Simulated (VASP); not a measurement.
# LiH (a cell with a defect) in VASP: single point with PBEsol

Aim: the single point of LiH (a cell with a defect) with PBEsol.

Everything below comes from runs of VASP 6.6.1. Logs are shortened: lines on timing, memory, paths and dates and some standing lists are left out, and cuts for length are marked.

## Step 1: The cell of the first run

The cell holds a defect, 62 atoms: a = 7.960 Å, b = 7.960 Å, c = 7.960 Å, α = 90.00°, β = 90.00°, γ = 90.00°.

## Step 2: Single point, PBEsol

INCAR reads:

```
SYSTEM = LiH
PREC = Accurate
ENCUT = 520
EDIFF = 1E-6
ISMEAR = -1
SIGMA = 0.05
LREAL = Auto
LASPH = .TRUE.
NELM = 60
ALGO = Normal
ISIF = 2
LWAVE = .FALSE.
LCHARG = .FALSE.
GGA = PS
ISYM = 0
NBANDS = 99
```

KPOINTS reads:

```
Automatic mesh
0
Gamma
  1 1 1
  0.25 0.25 0.25
```

POSCAR reads:

```
LiH
1.0
    7.9599380000      0.0000000000      0.0000000000
    0.0000000000      7.9599380000      0.0000000000
    0.0000000000      0.0000000000      7.9599380000
H Li
31 31
Direct
    0.2510990000      0.9995140000      0.0003340000
    0.2534290000      0.9993000000      0.5001340000
    0.2534220000      0.4994080000      0.9999400000
    0.7486100000      0.9994080000      0.0001930000
    0.7475620000      0.9989330000      0.5000570000
    0.7475620000      0.4993730000      0.9997220000
    0.7406650000      0.4987120000      0.4994560000
    0.0006720000      0.2476320000      0.9999520000
    0.0044990000      0.2350860000      0.5009030000
    0.0006460000      0.7514490000      0.0003730000
    0.0048930000      0.7625700000      0.5000080000
    0.4987710000      0.2500620000      0.0002400000
    0.4905540000      0.2545450000      0.5003490000
    0.4987270000      0.7486350000      0.0002100000
    0.4911780000      0.7440910000      0.4998890000
    0.0007210000      0.9991020000      0.2484360000
    0.0006000000      0.9994870000      0.7522440000
    0.0045100000      0.5000160000      0.2358160000
    0.0048310000      0.4991140000      0.7632850000
    0.4988210000      0.9993540000      0.2508290000
    0.4987270000      0.9993250000      0.7494580000
    0.4904620000      0.4994470000      0.2553460000
    0.4913910000      0.4990160000      0.7448790000
    0.2494450000      0.2530060000      0.2538460000
    0.2493510000      0.2529400000      0.7466910000
    0.2493180000      0.7457860000      0.2538190000
    0.2491520000      0.7461540000      0.7468920000
    0.7495870000      0.2508470000      0.2516380000
    0.7494320000      0.2504280000      0.7490080000
    0.7494330000      0.7482000000      0.2513160000
    0.7494120000      0.7477140000      0.7485690000
    0.9979840000      0.9993580000      0.0001800000
    0.9948610000      0.9990800000      0.5001120000
    0.9948380000      0.4992990000      0.9998020000
    0.5015280000      0.9994840000      0.0002340000
    0.5041910000      0.9991840000      0.5002630000
    0.5042130000      0.4994370000      0.0000740000
    0.5201090000      0.4992190000      0.4999420000
    0.2483450000      0.2461980000      0.0002230000
    0.2435480000      0.2284450000      0.5004800000
    0.2484160000      0.7525720000      0.0001310000
    0.2434810000      0.7702080000      0.4998180000
    0.7510430000      0.2501470000      0.0002020000
    0.7609710000      0.2546010000      0.5002580000
    0.7511760000      0.7486670000      0.0001100000
    0.7610190000      0.7437480000      0.4999820000
    0.2484070000      0.9994350000      0.2470260000
    0.2483960000      0.9993180000      0.7533540000
    0.2434820000      0.4996330000      0.2291770000
    0.2435470000      0.4990480000      0.7708800000
    0.7510540000      0.9993760000      0.2509160000
    0.7511570000      0.9992920000      0.7493970000
    0.7610030000      0.4994710000      0.2554140000
    0.7608500000      0.4991250000      0.7445370000
    0.0005100000      0.2544630000      0.2553000000
    0.0005830000      0.2538130000      0.7455480000
    0.0005760000      0.7447360000      0.2546040000
    0.0007060000      0.7440350000      0.7449220000
    0.4993870000      0.2517680000      0.2526680000
    0.4995210000      0.2517790000      0.7478580000
    0.4994800000      0.7470380000      0.2525760000
    0.4995530000      0.7470610000      0.7479010000
```

Potentials or basis: VASP PAW PBE potentials, release 64 (H, Li_sv).

Launch:

```sh
cat potpaw_PBE.64/H/POTCAR potpaw_PBE.64/Li_sv/POTCAR > POTCAR
mpirun -np 1 vasp_std > vasp.out
```

OUTCAR:

```text
SYSTEM = LiH
   PREC = Accurate
   ENCUT = 520
   EDIFF = 1E-6
   ISMEAR = -1
   LREAL = Auto
   LASPH = .TRUE.
   NELM = 60
   ISIF = 2
   GGA = PS
   ISYM = 0

 ion  position               nearest neighbor table
   1  0.251  1.000  0.000-
   2  0.253  0.999  0.500-
   3  0.253  0.499  1.000-
   4  0.749  0.999  0.000-
   5  0.748  0.999  0.500-
   6  0.748  0.499  1.000-
[... 54 lines left out ...]
  61  0.499  0.747  0.253-
  62  0.500  0.747  0.748-

IMPORTANT INFORMATION: All symmetrisations will be switched off!
NOSYMM: (Re-)initialisation of all symmetry stuff for point group C_1.

----------------------------------------------------------------------------------------

                                     Primitive cell

  volume of cell :     504.3466

  direct lattice vectors                    reciprocal lattice vectors
     7.959938000  0.000000000  0.000000000     0.125629119  0.000000000  0.000000000
     0.000000000  7.959938000  0.000000000     0.000000000  0.125629119  0.000000000
     0.000000000  0.000000000  7.959938000     0.000000000  0.000000000  0.125629119

  length of vectors
     7.959938000  7.959938000  7.959938000     0.125629119  0.125629119  0.125629119

  position of ions in fractional coordinates (direct lattice)
     0.251099000  0.999514000  0.000334000
     0.253429000  0.999300000  0.500134000
     0.253422000  0.499408000  0.999940000
     0.748610000  0.999408000  0.000193000
     0.747562000  0.998933000  0.500057000
     0.747562000  0.499373000  0.999722000
[... 54 lines left out ...]
     0.499480000  0.747038000  0.252576000
     0.499553000  0.747061000  0.747901000

  ion indices of the primitive-cell ions
   primitive index   ion index
                 1           1
                 2           2
                 3           3
                 4           4
                 5           5
                 6           6
[... 54 lines left out ...]
                61          61
                62          62

----------------------------------------------------------------------------------------

 KPOINTS: Automatic mesh

Automatic generation of k-mesh.
 Grid dimensions read from file:
 generate k-points for:    1    1    1

 Generating k-lattice:

  Cartesian coordinates                     Fractional coordinates (reciprocal lattice)
     0.125629119  0.000000000  0.000000000     1.000000000  0.000000000  0.000000000
     0.000000000  0.125629119  0.000000000     0.000000000  1.000000000  0.000000000
     0.000000000  0.000000000  0.125629119     0.000000000  0.000000000  1.000000000

  Length of vectors
     0.125629119  0.125629119  0.125629119

  Shift w.r.t. Gamma in fractional coordinates (k-lattice)
     0.250000000  0.250000000  0.250000000

 Subroutine IBZKPT returns following result:
 ===========================================

 Found      4 irreducible k-points:

 Following reciprocal coordinates:
            Coordinates               Weight
  0.250000  0.250000  0.250000      2.000000
 -0.250000  0.250000  0.250000      2.000000
 -0.250000 -0.250000  0.250000      2.000000
  0.250000 -0.250000  0.250000      2.000000
   k-points           NKPTS =      4   k-points in BZ     NKDIM =      4   number of bands    NBANDS=     99
   number of dos      NEDOS =    301   number of ions     NIONS =     62
   total plane-waves  NPLWV = 216000
   dimension x,y,z NGX =    60 NGY =   60 NGZ =   60
   dimension x,y,z NGXF=   120 NGYF=  120 NGZF=  120
   ions per type =              31  31
   NGX,Y,Z   is equivalent  to a cutoff of  12.53, 12.53, 12.53 a.u.
   NGXF,Y,Z  is equivalent  to a cutoff of  25.06, 25.06, 25.06 a.u.
 SYSTEM =  LiH
   PREC   = accura    normal or accurate (medium, high low for compatibility)
   ISTART =      0    job   : 0-new  1-cont  2-samecut
   ICHARG =      2    charge: 1-file 2-atom 10-const
   ISPIN  =      1    spin polarized calculation?
   LNONCOLLINEAR =      F non collinear calculations
   LSORBIT =      F    spin-orbit coupling
   LASPH  =      T    aspherical Exc in radial PAW
   ENCUT  =  520.0 eV  38.22 Ry    6.18 a.u.  14.80 14.80 14.80*2*pi/ulx,y,z
   NELM   =     60;   NELMIN=  2; NELMDL= -5     # of ELM steps
   EDIFF  = 0.1E-05   stopping-criterion for ELM
   LREAL  =      T    real-space projection
   EDIFFG = 0.1E-04   stopping-criterion for IOM
   NSW    =      0    number of steps for IOM
   IBRION =     -1    ionic relax: 0-MD 1-quasi-New 2-CG
   NFREE  =      0    steps in history (QN), initial steepest desc. (CG)
   ISIF   =      2    stress and relaxation
   ISYM   =      0    0-nonsym 1-usesym 2-fastsym
   POTIM  = 0.5000    time-step for ionic-motion
   TEBEG  =    0.0;   TEEND  =   0.0 temperature during run
   PSTRESS=    0.0 pullay stress
   NELECT =     124.0000    total number of electrons
   NUPDOWN=      -1.0000    fix difference up-down
   EMIN   =  10.00;   EMAX   =-10.00  energy-range for DOS
   EFERMI =   0.00;   METHOD = LEGACY
   ISMEAR =    -1;   SIGMA  =   0.05  broadening in eV -4-tet -1-fermi 0-gaus
   EFERMI_NEDOS =   21; number of points for ismear=-14 and -15
   IALGO  =     38    algorithm
   IMIX   =      4    mixing-type and parameters
     AMIX     =   0.40;   BMIX     =  1.00
     AMIX_MAG =   1.60;   BMIX_MAG =  1.00
  volume/ion in A,a.u.               =       8.13        54.90
  Fermi-wavevector in a.u.,A,eV,Ry     =   1.025587  1.938078 14.310989  1.051828
  Thomas-Fermi vector in A             =   2.159435
   LORBIT       =      0    0 simple, 1 ext, 2 COOP (PROOUT), +10 PAW based schemes
   GGA     = PS    functional components
   LHFCALC =     F    Hartree Fock is set to
   AEXX    =    0.0000 exact exchange contribution
   IVDW    =     0    specifies the selected vdW correction
   LEPSILON=     F    determine dielectric tensor
   LRPA    =     F    only Hartree local field effects (RPA)
 non-spin polarized calculation
  energy-cutoff  :      520.00
  volume of cell :      504.35
 maximum number of plane-waves:     13577
   NGX = 29   NGY = 29   NGZ = 29

 number of electron     123.9999879 magnetization

 Free energy of the ion-electron system (eV)
  ---------------------------------------------------
  ext. energy  EPLUGINS =         0.00000000
  ---------------------------------------------------
  free energy    TOTEN  =      -188.59168448 eV

  energy without entropy =     -188.59168448  energy(sigma->0) =     -188.59168448

 E-fermi :   0.9679     XC(G=0):  -8.5354

 val. band max:       -0.3523272994   @ k =   0.2500  -0.2500   0.2500
 cond. band min:       2.7489317504   @ k =  -0.2500   0.2500   0.2500
 fundamental gap:      3.1012590498
 Fermi energy:         0.9679201440

 k-point     1 :       0.2500    0.2500    0.2500
  band No.  band energies     occupation
      1     -43.7745      2.00000
      2     -43.7701      2.00000
      3     -43.7687      2.00000
      4     -43.7646      2.00000
      5     -43.6413      2.00000
      6     -43.6296      2.00000
[... 66 lines left out ...]
     73       5.1490      0.00000
     74       5.2086      0.00000

 k-point     2 :      -0.2500    0.2500    0.2500
  band No.  band energies     occupation
      1     -43.7745      2.00000
      2     -43.7701      2.00000
      3     -43.7687      2.00000
      4     -43.7646      2.00000
      5     -43.6413      2.00000
      6     -43.6296      2.00000
[... 66 lines left out ...]
     73       5.1482      0.00000
     74       5.2084      0.00000

 k-point     3 :      -0.2500   -0.2500    0.2500
  band No.  band energies     occupation
      1     -43.7745      2.00000
      2     -43.7701      2.00000
      3     -43.7687      2.00000
      4     -43.7646      2.00000
      5     -43.6413      2.00000
      6     -43.6296      2.00000
[... 66 lines left out ...]
     73       5.1481      0.00000
     74       5.2074      0.00000

 k-point     4 :       0.2500   -0.2500    0.2500
  band No.  band energies     occupation
      1     -43.7745      2.00000
      2     -43.7701      2.00000
      3     -43.7687      2.00000
      4     -43.7646      2.00000
      5     -43.6413      2.00000
      6     -43.6296      2.00000
[... 66 lines left out ...]
     73       5.1482      0.00000
     74       5.2077      0.00000
 [bands above 74 left out]

------------------------ aborting loop because EDIFF is reached ----------------------------------------

  FORCE on cell =-STRESS in cart. coord.  units (eV):
  Direction    XX          YY          ZZ          XY          YZ          ZX
  --------------------------------------------------------------------------------------
  -------------------------------------------------------------------------------------
  Total       -1.1498834     -0.1916810     -0.1938667      0.0052005     -0.0237622      0.0145538
  in kB       -3.6528793     -0.6089204     -0.6158637      0.0165206     -0.0754863      0.0462336
  external PRESSURE =      -1.6258878 kB  Pullay stress =       0.0000000 kB

 VOLUME and BASIS-vectors are now :
 -----------------------------------------------------------------------------
  energy-cutoff  :      520.00
  volume of cell :      504.35
      direct lattice vectors                 reciprocal lattice vectors
     7.959938000  0.000000000  0.000000000     0.125629119  0.000000000  0.000000000
     0.000000000  7.959938000  0.000000000     0.000000000  0.125629119  0.000000000
     0.000000000  0.000000000  7.959938000     0.000000000  0.000000000  0.125629119

 POSITION                                       TOTAL-FORCE (eV/Angst)
 -----------------------------------------------------------------------------------
      1.99873      7.95607      0.00266        -0.000456     -0.001923     -0.002239
      2.01728      7.95437      3.98104        -0.000060     -0.000285      0.000986
      2.01722      3.97526      7.95946        -0.000095     -0.000507      0.002975
      5.95889      7.95523      0.00154        -0.001564     -0.000661     -0.000411
      5.95055      7.95144      3.98042        -0.002619      0.004903      0.002235
      5.95055      3.97498      7.95773        -0.002716     -0.000338      0.005586
[... 54 lines left out ...]
      3.97583      5.94638      2.01049         0.001183      0.000591     -0.004999
      3.97641      5.94656      5.95325        -0.000507     -0.003247     -0.001520
 -----------------------------------------------------------------------------------
    total drift:                                0.023359     -0.000281     -0.000153

  FREE ENERGIE OF THE ION-ELECTRON SYSTEM (eV)
  ---------------------------------------------------
  free  energy   TOTEN  =      -188.5916844776 eV

  energy  without entropy=     -188.5916844776  energy(sigma->0) =     -188.59168448
```

Run time: 6.1 min. Hardware: 1 thread of Intel Xeon Platinum 8375C at 2.90GHz (Ice Lake), shared host; peak memory 0.55 GiB.

Results:

```yaml
Free_energy: -188.5917 eV
Largest_force: 0.020 eV/Å
Band_gap_on_the_k_mesh: 3.10 eV
```

Forces in eV/Å, atoms in the order of the input:
```
H    0.000 -0.002 -0.002
H    0.000  0.000  0.001
H    0.000 -0.001  0.003
H   -0.002 -0.001  0.000
H   -0.003  0.005  0.002
H   -0.003  0.000  0.006
H    0.008  0.010  0.011
H    0.000 -0.004  0.007
H    0.005  0.010 -0.016
H    0.001 -0.002 -0.009
H   -0.003  0.003  0.001
H    0.000  0.001  0.000
H    0.004  0.001 -0.003
H    0.001  0.000 -0.002
H   -0.008 -0.003  0.007
H    0.000  0.008 -0.004
H    0.002 -0.007 -0.002
H    0.004 -0.015  0.011
H   -0.001  0.002  0.004
H   -0.001  0.001  0.003
H    0.001 -0.001  0.000
H    0.005 -0.002  0.001
H   -0.011  0.008 -0.003
H   -0.008  0.000 -0.001
H    0.000 -0.004  0.002
H    0.000  0.004 -0.005
H    0.006 -0.008 -0.007
H   -0.004 -0.004 -0.004
H   -0.002  0.001 -0.003
H   -0.002 -0.003  0.000
H    0.001  0.004  0.003
Li  -0.001  0.001  0.000
Li   0.001  0.000  0.002
Li   0.002  0.001  0.001
Li   0.001 -0.003  0.000
Li  -0.001  0.001 -0.002
Li  -0.001 -0.003  0.001
Li  -0.012  0.002  0.003
Li   0.001  0.002 -0.001
Li  -0.003  0.011 -0.004
Li  -0.002  0.000 -0.001
Li   0.005 -0.013  0.007
Li   0.001 -0.001  0.000
Li   0.006 -0.001 -0.001
Li   0.000 -0.002 -0.002
Li   0.003 -0.002 -0.001
Li   0.000  0.000  0.000
Li  -0.002  0.000  0.002
Li  -0.002 -0.004  0.010
Li   0.004  0.006 -0.011
Li   0.002 -0.001  0.000
Li   0.001 -0.001  0.001
Li   0.005  0.001 -0.001
Li   0.007  0.000 -0.001
Li   0.001 -0.002 -0.003
Li  -0.004  0.006 -0.003
Li  -0.001 -0.002  0.004
Li  -0.003  0.008  0.006
Li   0.001 -0.001 -0.003
Li   0.001 -0.005  0.002
Li   0.001  0.001 -0.005
Li  -0.001 -0.003 -0.002
```

Levels at points of the mesh, in eV from the valence-band top:
```csv
k point,band 59,band 60,band 61,band 62,band 63,band 64,band 65,band 66
"(0.25, 0.25, 0.25)",-0.32,-0.31,-0.19,0.00,3.10,4.50,4.51,4.71
```

Caveat: the k points lie up to 0.79 Å⁻¹ apart; the cutoff is under 1.25 times the usual one of these potentials, so pressure, stress and relaxed cells hold a basis-set (Pulay) error; the PAW data sets were made with another functional, which shifts forces and pressure a little.
